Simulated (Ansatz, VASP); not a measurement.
## SnO2 in VASP and in Ansatz

INCAR

```
SYSTEM = SnO2
ALGO     = Normal         ! electronic algorithm
EDIFF    = 1E-6           ! SCF threshold, eV
ENCUT    = 520            ! plane-wave cutoff, eV
GGA      = PE             ! functional
ISIF     = 2              ! what is computed and relaxed
ISMEAR   = 0              ! smearing method
IVDW     = 12             ! dispersion correction
LASPH    = .True.         ! aspherical terms in the spheres
LCHARG   = .True.         ! write CHGCAR
LELF     = .True.         ! ELF
LREAL    = .False.        ! projectors in reciprocal space
LVHAR    = .True.       
LWAVE    = .False.        ! write WAVECAR
NBANDS   = 35             ! bands
NELM     = 80             ! most SCF steps
PREC     = Accurate       ! precision mode
SIGMA    = 0.05           ! smearing width, eV
```

Contents of KPOINTS:

```
k-points
0
Gamma
  12 12 4
  0 0 0
```

POSCAR

```
SnO2
1.0
    3.1888976870      0.0000000000      0.0000000000
   -1.5944488435      2.7616664070      0.0000000000
    0.0000000000      0.0000000000     10.8974200659
Sn O
2 4
Direct
    0.0000000000      0.0000000000      0.5000000000
    0.0000000000      0.0000000000      0.0000000000
    0.6666666667      0.3333333333      0.4017901367
    0.6666666667      0.3333333333      0.0982098633
    0.3333333333      0.6666666667      0.5982098633
    0.3333333333      0.6666666667      0.9017901367
```

Input for Ansatz:

```yaml
crystal:
  lattice:
    - [3.188897687, 0.0, 0.0]
    - [-1.5944488435, 2.761666407, 0.0]
    - [0.0, 0.0, 10.8974200659]
  atoms:
    - { symbol: Sn, position: [0.0, 0.0, 0.5] }
    - { symbol: Sn, position: [0.0, 0.0, 0.0] }
    - { symbol: O, position: [0.6666666667, 0.3333333333, 0.4017901367] }
    - { symbol: O, position: [0.6666666667, 0.3333333333, 0.0982098633] }
    - { symbol: O, position: [0.3333333333, 0.6666666667, 0.5982098633] }
    - { symbol: O, position: [0.3333333333, 0.6666666667, 0.9017901367] }
basis:
  ecutwfc: 520.0
kpoints:
  mp_grid: { grid: [12, 12, 4] }
hamiltonian:
  xc: pbe
  dispersion: d3bj
scf:
  occupations: { method: gaussian, width: 0.05 }
output:
  forces: true
  stress: true
  eigenvalues: true
```

Alike in both runs: task single point; functional PBE; dispersion D3(BJ); k mesh 12 × 12 × 4; occupations gaussian, width 0.05 eV; no spin polarisation.

|  | VASP | Ansatz |
| --- | --- | --- |
| version | VASP 6.6.1 | Ansatz 0.2.0 |
| potentials or method | VASP PAW PBE potentials, release 64 (Sn_d, O), cutoff 520 eV | scalar-relativistic, plane waves, PAW |
| valence electrons in the cell | 52 | 52 |

VASP gave:

- gap on the k mesh at the Fermi level (eV): 2.25
- least direct gap on the mesh (eV): 2.58
- pressure (GPa): -1.4
- traceless stress, the component that is largest in VASP (GPa): -3.16
- rms of the force components (eV/Å): 0.246

Question: What did Ansatz give for the same quantities?

Answer: gap on the k mesh at the Fermi level (eV): 2.28; least direct gap on the mesh (eV): 2.61; pressure (GPa): -2.0; traceless stress, the component that is largest in VASP (GPa): -2.88; rms of the force components (eV/Å): 0.273.

Atom by atom the forces differ by 0.027 eV/Å (rms over components).
